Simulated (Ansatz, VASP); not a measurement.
One calculation of SiC, two programs

File INCAR:

```
SYSTEM = SiC
  PREC = Accurate
  ENCUT = 600
  EDIFF = 1E-6
  ISMEAR = 0
  SIGMA = 0.01
  LREAL = .False.
  LASPH = .True.
  NELM = 120
  ALGO = Normal
  ISIF = 2
  LWAVE = .False.
  LCHARG = .True.
  GGA = PS
  LELF = .True.
  LVHAR = .True.
  NBANDS = 11
  GGA_COMPAT = .False.
```

KPOINTS

```
regular mesh
0
Gamma
  8 8 8
  0 0 0
```

File POSCAR:

```
SiC
1.0
    0.0000000000      2.1780497564      2.1780497564
    2.1780497564      0.0000000000      2.1780497564
    2.1780497564      2.1780497564      0.0000000000
Si C
1 1
Direct
    0.2500000000      0.2500000000      0.2500000000
    0.0000000000      0.0000000000      0.0000000000
```

Input for Ansatz:

```yaml
crystal:
  lattice:
    - [0.0, 2.1780497564, 2.1780497564]
    - [2.1780497564, 0.0, 2.1780497564]
    - [2.1780497564, 2.1780497564, 0.0]
  atoms:
    - { symbol: Si, position: [0.25, 0.25, 0.25] }
    - { symbol: C, position: [0.0, 0.0, 0.0] }
kpoints:
  mp_grid: { grid: [8, 8, 8] }
hamiltonian:
  xc: pbesol
scf:
  occupations: { method: fixed }
  n_extra_bands: 4
  mixing: { preconditioner: none }
output:
  forces: true
  stress: true
  eigenvalues: true
```

Alike in both runs: task single point; functional PBEsol; k mesh 8 × 8 × 8; no spin polarisation.

|  | VASP | Ansatz |
| --- | --- | --- |
| version | VASP 6.6.1 | Ansatz 0.2.0 |
| potentials or method | VASP PAW PBE potentials, release 64 (Si, C) | plane waves |
| plane-wave cutoff (eV) | 600 | 420 |
| occupations | gaussian, width 0.01 eV | fixed |
| valence electrons in the cell | 8 | 8 |

|  | VASP | Ansatz | Ansatz less VASP |
| --- | --- | --- | --- |
| gap on the k mesh at the Fermi level (eV) | 1.23 | 1.24 | +0.010 |
| pressure (GPa) | 0.3 | 0.1 | -0.23 |

VASP's potentials were made for PBE, not for PBEsol.
